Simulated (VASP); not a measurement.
# In (P6_3/mmc) in VASP: a series of runs

In is run at these levels: PBEsol; tasks: relaxation of cell and atoms.

Program: VASP 6.6.1. These are calculated values, not measurements. Logs are shortened: lines on timing, memory, paths and dates and some standing lists are left out, and cuts for length are marked.

### 1 The cell of the first run

Symmetry: P6_3/mmc, No. 194, hexagonal system. The conventional cell has a = 3.335 Å, b = 3.335 Å, c = 5.509 Å, α = 90.00°, β = 90.00°, γ = 120.00°. Within 4.4 Å of In (site symmetry -6m2) lie 12 In at 3.34 to 3.36 Å.

### 2 Relaxation of cell and atoms, PBEsol, target pressure 5 GPa, at which the enthalpy is minimised

The input, INCAR:

```
PREC = Accurate
ENCUT = 600
EDIFF = 1E-6
ISMEAR = -1
SIGMA = 0.05
LREAL = F
LASPH = T
NELM = 100
ALGO = Normal
ISIF = 3
LWAVE = F
LCHARG = F
GGA = PS
IBRION = 2
NSW = 60
EDIFFG = -0.01
PSTRESS = 50.0
```

The input, KPOINTS:

```
Automatic mesh
0
Gamma
  9 9 5
```

The input, POSCAR:

```
In
1.0
    3.3354847820      0.0000000000      0.0000000000
   -1.6677423910      2.8886145552      0.0000000000
    0.0000000000      0.0000000000      5.5091429200
In
2
Direct
    0.6666666667      0.3333333333      0.7500000000
    0.3333333333      0.6666666667      0.2500000000
```

Potentials or basis: VASP PAW PBE potentials, release 64 (In_d).

Run with:

```bash
$ cat potpaw_PBE.64/In_d/POTCAR > POTCAR
$ mpirun -np 1 vasp_std > vasp.out
```

OUTCAR:

```text
PREC = Accurate
   ENCUT = 600
   EDIFF = 1E-6
   ISMEAR = -1
   LREAL = F
   LASPH = T
   NELM = 100
   ISIF = 3
   GGA = PS
   IBRION = 2
   NSW = 60
   EDIFFG = -0.01
   PSTRESS = 50.0

 ion  position               nearest neighbor table
   1  0.667  0.333  0.750-   2 3.36   2 3.36   2 3.36   2 3.36   2 3.36   2 3.36
   2  0.333  0.667  0.250-   1 3.36   1 3.36   1 3.36   1 3.36   1 3.36   1 3.36

  LATTYP: Found a hexagonal cell.
 ALAT       =     3.3354847820
 C/A-ratio  =     1.6516768266

  Lattice vectors:

 A1 = (   3.3354847820,   0.0000000000,   0.0000000000)
 A2 = (  -1.6677423910,   2.8886145552,   0.0000000000)
 A3 = (   0.0000000000,   0.0000000000,   5.5091429200)

Analysis of symmetry for initial positions (statically):
=====================================================================
 Subroutine PRICEL returns:
 Original cell was already a primitive cell.

 Routine SETGRP: Setting up the symmetry group for a
 hexagonal supercell.

 Subroutine GETGRP returns: Found 24 space group operations
 (whereof 12 operations were pure point group operations)
 out of a pool of 24 trial point group operations.

The static configuration has the point symmetry D_3d.
 The point group associated with its full space group is D_6h.

Analysis of symmetry for dynamics (positions and initial velocities):
=====================================================================
 Subroutine PRICEL returns:
 Original cell was already a primitive cell.

 Routine SETGRP: Setting up the symmetry group for a
 hexagonal supercell.

 Subroutine GETGRP returns: Found 24 space group operations
 (whereof 12 operations were pure point group operations)
 out of a pool of 24 trial point group operations.

The dynamic configuration has the point symmetry D_3d.
 The point group associated with its full space group is D_6h.

 Subroutine INISYM returns: Found 24 space group operations
 (whereof 12 operations are pure point group operations),
 and found     1 'primitive' translations

----------------------------------------------------------------------------------------

                                     Primitive cell

  volume of cell :      53.0802

  direct lattice vectors                    reciprocal lattice vectors
     3.335484782  0.000000000  0.000000000     0.299806495  0.173093360  0.000000000
    -1.667742391  2.888614555  0.000000000     0.000000000  0.346186721  0.000000000
     0.000000000  0.000000000  5.509142920     0.000000000  0.000000000  0.181516438

  length of vectors
     3.335484782  3.335484782  5.509142920     0.346186721  0.346186721  0.181516438

  position of ions in fractional coordinates (direct lattice)
     0.666666667  0.333333333  0.750000000
     0.333333333  0.666666667  0.250000000

  ion indices of the primitive-cell ions
   primitive index   ion index
                 1           1
                 2           2

----------------------------------------------------------------------------------------

 KPOINTS: Automatic mesh

Automatic generation of k-mesh.
 Grid dimensions read from file:
 generate k-points for:    9    9    5

 Generating k-lattice:

  Cartesian coordinates                     Fractional coordinates (reciprocal lattice)
     0.033311833  0.019232596  0.000000000     0.111111111  0.000000000  0.000000000
     0.000000000  0.038465191  0.000000000     0.000000000  0.111111111  0.000000000
     0.000000000  0.000000000  0.036303288     0.000000000  0.000000000  0.200000000

  Length of vectors
     0.038465191  0.038465191  0.036303288

  Shift w.r.t. Gamma in fractional coordinates (k-lattice)
     0.000000000  0.000000000  0.000000000

 Subroutine IBZKPT returns following result:
 ===========================================

 Found     36 irreducible k-points:

 Following reciprocal coordinates:
            Coordinates               Weight
  0.000000  0.000000  0.000000      1.000000
  0.111111  0.000000  0.000000      6.000000
  0.222222  0.000000  0.000000      6.000000
  0.333333  0.000000  0.000000      6.000000
  0.444444  0.000000  0.000000      6.000000
  0.111111  0.111111  0.000000      6.000000
[... 16 lines left out ...]
  0.333333  0.222222  0.200000     24.000000
  0.333333  0.333333  0.200000      4.000000
 [... further k-points ...]
   k-points           NKPTS =     36   k-points in BZ     NKDIM =     36   number of bands    NBANDS=     17
   number of dos      NEDOS =    301   number of ions     NIONS =      2
   total plane-waves  NPLWV =  37632
   dimension x,y,z NGX =    28 NGY =   28 NGZ =   48
   dimension x,y,z NGXF=    56 NGYF=   56 NGZF=   96
   ions per type =               2
   NGX,Y,Z   is equivalent  to a cutoff of  13.96, 13.96, 14.48 a.u.
   NGXF,Y,Z  is equivalent  to a cutoff of  27.91, 27.91, 28.97 a.u.
 SYSTEM =  unknown system
   PREC   = accura    normal or accurate (medium, high low for compatibility)
   ISTART =      0    job   : 0-new  1-cont  2-samecut
   ICHARG =      2    charge: 1-file 2-atom 10-const
   ISPIN  =      1    spin polarized calculation?
   LNONCOLLINEAR =      F non collinear calculations
   LSORBIT =      F    spin-orbit coupling
   LASPH  =      T    aspherical Exc in radial PAW
   ENCUT  =  600.0 eV  44.10 Ry    6.64 a.u.   6.66  6.66 11.00*2*pi/ulx,y,z
   NELM   =    100;   NELMIN=  2; NELMDL= -5     # of ELM steps
   EDIFF  = 0.1E-05   stopping-criterion for ELM
   LREAL  =      F    real-space projection
   EDIFFG = -.1E-01   stopping-criterion for IOM
   NSW    =     60    number of steps for IOM
   IBRION =      2    ionic relax: 0-MD 1-quasi-New 2-CG
   NFREE  =      1    steps in history (QN), initial steepest desc. (CG)
   ISIF   =      3    stress and relaxation
   ISYM   =      2    0-nonsym 1-usesym 2-fastsym
   POTIM  = 0.5000    time-step for ionic-motion
   TEBEG  =    0.0;   TEEND  =   0.0 temperature during run
   PSTRESS=   50.0 pullay stress
   NELECT =      26.0000    total number of electrons
   NUPDOWN=      -1.0000    fix difference up-down
   EMIN   =  10.00;   EMAX   =-10.00  energy-range for DOS
   EFERMI =   0.00;   METHOD = LEGACY
   ISMEAR =    -1;   SIGMA  =   0.05  broadening in eV -4-tet -1-fermi 0-gaus
   EFERMI_NEDOS =   21; number of points for ismear=-14 and -15
   IALGO  =     38    algorithm
   IMIX   =      4    mixing-type and parameters
     AMIX     =   0.40;   BMIX     =  1.00
     AMIX_MAG =   1.60;   BMIX_MAG =  1.00
  volume/ion in A,a.u.               =      26.54       179.10
  Fermi-wavevector in a.u.,A,eV,Ry     =   1.290491  2.438675 22.658704  1.665368
  Thomas-Fermi vector in A             =   2.422320
   LORBIT       =      0    0 simple, 1 ext, 2 COOP (PROOUT), +10 PAW based schemes
   GGA     = PS    functional components
   LHFCALC =     F    Hartree Fock is set to
   AEXX    =    0.0000 exact exchange contribution
   IVDW    =     0    specifies the selected vdW correction
   LEPSILON=     F    determine dielectric tensor
   LRPA    =     F    only Hartree local field effects (RPA)
 conjugate gradient relaxation of ions
 non-spin polarized calculation
  energy-cutoff  :      600.00
  volume of cell :       53.08
 maximum number of plane-waves:      1789
 NGX is ok and might be reduce to    28
   NGX = 13   NGY = 13   NGZ = 23

--------------------------------------- Ionic step        1  -------------------------------------------

 number of electron      25.9999998 magnetization

 Free energy of the ion-electron system (eV)
  ---------------------------------------------------
  ext. energy  EPLUGINS =         0.00000000
  ---------------------------------------------------
  free energy    TOTEN  =        -5.92955187 eV

  energy without entropy =       -5.91575182  energy(sigma->0) =       -5.92265184

------------------------ aborting loop because EDIFF is reached ----------------------------------------

  FORCE on cell =-STRESS in cart. coord.  units (eV):
  Direction    XX          YY          ZZ          XY          YZ          ZX
  --------------------------------------------------------------------------------------
  -------------------------------------------------------------------------------------
  Total       -0.4217403     -0.4217403     -0.5112099      0.0000000     -0.0000000     -0.0000000
  in kB      -12.7298427    -12.7298427    -15.4304027      0.0000000     -0.0000000     -0.0000000
  external PRESSURE =     -63.6300294 kB  Pullay stress =      50.0000000 kB
[... 93 lines left out ...]
  FREE ENERGIE OF THE ION-ELECTRON SYSTEM (eV)
  ---------------------------------------------------
  free  energy   TOTEN  =        -5.8750274297 eV

  energy  without entropy=       -5.8663437803  energy(sigma->0) =       -5.87068561

  enthalpy is  TOTEN    =        -4.4114751833 eV   P V=        1.4635522464

[... ionic steps 4 to 9 ...]

--------------------------------------- Ionic step       10  -------------------------------------------

 number of electron      25.9999999 magnetization

------------------------ aborting loop because EDIFF is reached ----------------------------------------

  FORCE on cell =-STRESS in cart. coord.  units (eV):
  Direction    XX          YY          ZZ          XY          YZ          ZX
  --------------------------------------------------------------------------------------
  -------------------------------------------------------------------------------------
  Total        1.4296535      1.4296535      1.4382010      0.0000000      0.0000000      0.0000000
  in kB       48.8062357     48.8062357     49.0980314      0.0000000      0.0000000      0.0000000
  external PRESSURE =      -1.0964990 kB  Pullay stress =      50.0000000 kB
[... 61 lines left out ...]
  enthalpy is  TOTEN    =        -4.4138336836 eV   P V=        1.4625392459

--------------------------------------- Ionic step       12  -------------------------------------------

 number of electron      25.9999999 magnetization

 Free energy of the ion-electron system (eV)
  ---------------------------------------------------
  ext. energy  EPLUGINS =         0.00000000
  ---------------------------------------------------
  free energy    TOTEN  =        -5.87713804 eV

  energy without entropy =       -5.87149256  energy(sigma->0) =       -5.87431530

 E-fermi :   8.6968     XC(G=0): -10.9406

 val. band max:        8.6002744011   @ k =   0.3333   0.2222   0.2000
 cond. band min:       8.7246932482   @ k =   0.3333   0.3333   0.4000
 fundamental gap:      0.1244188471
 Fermi energy:         8.6967584124

 k-point     1 :       0.0000    0.0000    0.0000
  band No.  band energies     occupation
      1      -6.1360      2.00000
      2      -6.0115      2.00000
      3      -5.9845      2.00000
      4      -5.9845      2.00000
      5      -5.9427      2.00000
      6      -5.9427      2.00000
[... 9 lines left out ...]
     16      19.7226      0.00000
     17      19.7226      0.00000
[... 443 lines left out ...]
      1      -6.1424      2.00000
      2      -6.0364      2.00000
      3      -6.0364      2.00000
      4      -5.8669      2.00000
      5      -5.8669      2.00000
      6      -5.8665      2.00000
[... 9 lines left out ...]
     16      10.1771      0.00000
     17      13.7803      0.00000

 [... further k-points ...]
[... 5 lines left out ...]
  --------------------------------------------------------------------------------------
  -------------------------------------------------------------------------------------
  Total        1.4462751      1.4462751      1.4503687      0.0000000      0.0000000      0.0000000
  in kB       49.4180854     49.4180854     49.5579606      0.0000000      0.0000000      0.0000000
  external PRESSURE =      -0.5352895 kB  Pullay stress =      50.0000000 kB
[... 17 lines left out ...]
  FREE ENERGIE OF THE ION-ELECTRON SYSTEM (eV)
  ---------------------------------------------------
  free  energy   TOTEN  =        -5.8771380442 eV

  energy  without entropy=       -5.8714925575  energy(sigma->0) =       -5.87431530

  enthalpy is  TOTEN    =        -4.4138325775 eV   P V=        1.4633054667

 reached required accuracy - stopping structural energy minimisation
```

It took 2.1 min on 1 thread of Intel Xeon 6975P-C (Granite Rapids), shared host; peak memory 0.21 GiB.

What came out:

| Item | Value |
| --- | --- |
| Free energy | -5.8771 eV |
| Relaxed volume | 23.44 Å³/atom |
| Relaxed cell | a = 3.217 Å, b = 3.217 Å, c = 5.231 Å, α = 90.00°, β = 90.00°, γ = 120.00° |
| Space group after relaxing (to 0.05 Å) | P6_3/mmc (No. 194) |
| Energy change on relaxing (the enthalpy is what falls) | +26.2 meV/atom |
| Ionic steps | 12 |
| Pressure after relaxing | 4.9 GPa |
| Band gap on the k mesh | zero (band 13 reaches 11.27 eV, above the bottom of band 14 at 6.57 eV) |

The path:
```csv
step,energy change (eV),largest force (eV/Å),pressure (GPa),volume (Å³)
1,0.0000,0.0000,-1.36,53.08
2,0.1126,0.0000,7.53,45.39
3,0.0545,0.0000,4.97,46.90
4,0.0583,0.0000,5.18,46.78
5,0.0582,0.0000,5.23,46.71
6,0.0585,0.0000,5.16,46.70
7,0.0596,0.0000,5.29,46.67
8,0.0587,0.0000,5.23,46.69
9,0.0586,0.0000,5.24,46.70
10,0.0511,0.0000,4.89,46.93
11,0.0532,0.0000,5.07,46.86
12,0.0524,0.0000,4.95,46.89
```

Final structure:
```yaml
crystal:
  lattice:
    - [3.21718, 0.00000, 0.00000]
    - [-1.60859, 2.78616, 0.00000]
    - [0.00000, 0.00000, 5.23112]
  atoms:
    - { symbol: In, position: [0.66667, 0.33333, 0.75000] }
    - { symbol: In, position: [0.33333, 0.66667, 0.25000] }
```

Caveat: the cell is relaxed towards a set pressure, so the enthalpy falls and the energy may rise; the PAW data sets were made with another functional, which shifts forces and pressure a little; spin-orbit coupling is left out, which moves the levels of the heavy elements.

### 3 Relaxation of cell and atoms, PBEsol, target pressure 10 GPa, at which the enthalpy is minimised

The input, INCAR:

```
SYSTEM = In
PREC = Accurate
ENCUT = 600
EDIFF = 1E-7
ISMEAR = -1
SIGMA = 0.05
LREAL = .False.
LASPH = .True.
NELM = 100
ALGO = Normal
ISIF = 3
LWAVE = .False.
LCHARG = .False.
GGA = PS
IBRION = 2
NSW = 60
EDIFFG = -0.01
PSTRESS = 100.0
```

The input, KPOINTS:

```
Automatic mesh
0
Gamma
  9 9 5
  0 0 0
```

POSCAR is that of step 2.

Potentials or basis: VASP PAW PBE potentials, release 64 (In_d).

Run with:

```bash
$ cat potpaw_PBE.64/In_d/POTCAR > POTCAR
$ mpirun -np 1 vasp_std > vasp.out
```

Wall time 94 s (1 thread of Intel Xeon 6975P-C (Granite Rapids), shared host); peak memory 0.21 GiB.

It converged, with:

| Quantity | Value |
| --- | --- |
| Free energy | -5.7459 eV |
| Relaxed volume | 22.01 Å³/atom |
| Relaxed cell | a = 3.151 Å, b = 3.151 Å, c = 5.121 Å, α = 90.00°, β = 90.00°, γ = 120.00° |
| Space group after relaxing (to 0.05 Å) | P6_3/mmc (No. 194) |
| Energy change on relaxing (the enthalpy is what falls) | +91.8 meV/atom |
| Ionic steps | 8 |
| Pressure after relaxing | 10.0 GPa |
| Band gap on the k mesh | zero (band 13 reaches 12.27 eV, above the bottom of band 14 at 7.29 eV) |

The path:
```tsv
step	energy change (eV)	largest force (eV/Å)	pressure (GPa)	volume (Å³)
1	0.0000	0.0000	-1.37	53.08
2	0.5780	0.0000	21.26	39.88
3	0.1821	0.0000	9.89	44.10
4	0.1926	0.0000	10.23	43.93
5	0.1936	0.0000	10.32	43.87
6	0.1935	0.0000	10.32	43.87
7	0.1772	0.0000	9.77	44.13
8	0.1837	0.0000	10.00	44.02
```

Final structure:
```xyz
2
Lattice="3.1506 0.0000 0.0000 -1.5753 2.7285 0.0000 0.0000 0.0000 5.1208" Properties=species:S:1:pos:R:3 pbc="T T T"
In    1.5753    0.9095    3.8406
In    0.0000    1.8190    1.2802
```

Levels at points of the mesh, in eV from the Fermi level:
| k point | band 9 | band 10 | band 11 | band 12 | band 13 | band 14 | band 15 | band 16 | band 17 |
| --- | --- | --- | --- | --- | --- | --- | --- | --- | --- |
| (0.00, 0.00, 0.00) | -14.33 | -14.33 | -10.90 | -4.38 | -4.21 | 9.49 | 9.49 | 11.19 | 11.57 |

Caveat: the cell is relaxed towards a set pressure, so the enthalpy falls and the energy may rise; the volume moved by over 15 % at a fixed basis, so the end points are rough; the PAW data sets were made with another functional, which shifts forces and pressure a little; spin-orbit coupling is left out, which moves the levels of the heavy elements.

### 4 Relaxation of cell and atoms, PBEsol, target pressure 20 GPa, at which the enthalpy is minimised

The input, INCAR:

```
SYSTEM = In
PREC = Accurate
ENCUT = 600
EDIFF = 1E-7
ISMEAR = -1
SIGMA = 0.05
LREAL = .FALSE.
LASPH = .TRUE.
NELM = 60
ALGO = Fast
ISIF = 3
LWAVE = .FALSE.
LCHARG = .FALSE.
GGA = PS
IBRION = 2
NSW = 60
EDIFFG = -0.01
PSTRESS = 200.0
```

The input, KPOINTS:

```
Automatic mesh
0
G
  9 9 5
  0 0 0
```

POSCAR is that of step 3.

Run with:

```bash
$ cat potpaw_PBE.64/In_d/POTCAR > POTCAR
$ mpirun -np 1 vasp_std > vasp.out
```

It took 3.2 min on 1 thread of Intel Xeon 6975P-C (Granite Rapids), shared host; peak memory 0.21 GiB.

Results (log left out):

| Item | Value |
| --- | --- |
| Free energy | -5.4021 eV |
| Relaxed volume | 20.13 Å³/atom |
| Relaxed cell | a = 3.057 Å, b = 3.057 Å, c = 4.972 Å, α = 90.00°, β = 90.00°, γ = 120.00° |
| Space group after relaxing (to 0.05 Å) | P6_3/mmc (No. 194) |
| Energy change on relaxing (the enthalpy is what falls) | +263.7 meV/atom |
| Ionic steps | 10 |
| Pressure after relaxing | 20.0 GPa |
| Band gap on the k mesh | zero (band 13 reaches 13.78 eV, above the bottom of band 14 at 8.44 eV) |

Step by step:
```
step  energy change (eV)  largest force (eV/Å)  pressure (GPa)  volume (Å³)
   1              0.0000                0.0000           -1.37        53.08
   2              3.4739                0.0000           90.43        30.27
   3              0.4519                0.0000           17.86        40.93
   4              0.5055                0.0000           19.36        40.46
   5              0.5337                0.0000           20.05        40.23
   6              0.5358                0.0000           20.22        40.18
   7              0.5347                0.0000           20.18        40.19
   8              0.5346                0.0000           20.19        40.19
   9              0.5194                0.0000           19.77        40.31
  10              0.5274                0.0000           20.01        40.25
```

Final structure:
```
In
1.0
     3.05738    0.00000    0.00000
    -1.52869    2.64777    0.00000
     0.00000    0.00000    4.97207
In
2
Direct
  0.66667 0.33333 0.75000
  0.33333 0.66667 0.25000
```

Levels at points of the mesh, in eV from the Fermi level:
```
           k point  band 9  band 10  band 11  band 12  band 13  band 14  band 15  band 16  band 17
(0.00, 0.00, 0.00)  -14.43   -14.43   -11.70    -4.73    -4.44    10.17    10.17    11.31    12.35
```

Caveat: the cell is relaxed towards a set pressure, so the enthalpy falls and the energy may rise; the volume moved by over 15 % at a fixed basis, so the end points are rough; the PAW data sets were made with another functional, which shifts forces and pressure a little; spin-orbit coupling is left out, which moves the levels of the heavy elements.

### 5 Summary

| cell | gap on the mesh (eV) | pressure (GPa) |
| --- | --- | --- |
| relaxed to 5 GPa | none | 4.9 |
| relaxed to 10 GPa | none | 10.0 |
| relaxed to 20 GPa | none | 20.0 |

Alike in all rows: task relaxation of cell and atoms; level PBEsol; potentials or basis VASP PAW PBE potentials, release 64 (In_d); no spin polarisation; k mesh 9 × 9 × 5; cutoff (eV) 600; smearing fermi-dirac 0.05 eV.

Caveats: the cell is relaxed towards a set pressure, so the enthalpy falls and the energy may rise; the PAW data sets were made with another functional, which shifts forces and pressure a little; spin-orbit coupling is left out, which moves the levels of the heavy elements; the volume moved by over 15 % at a fixed basis, so the end points are rough (some runs).

Absolute energies hang on the potentials; compare differences alone.
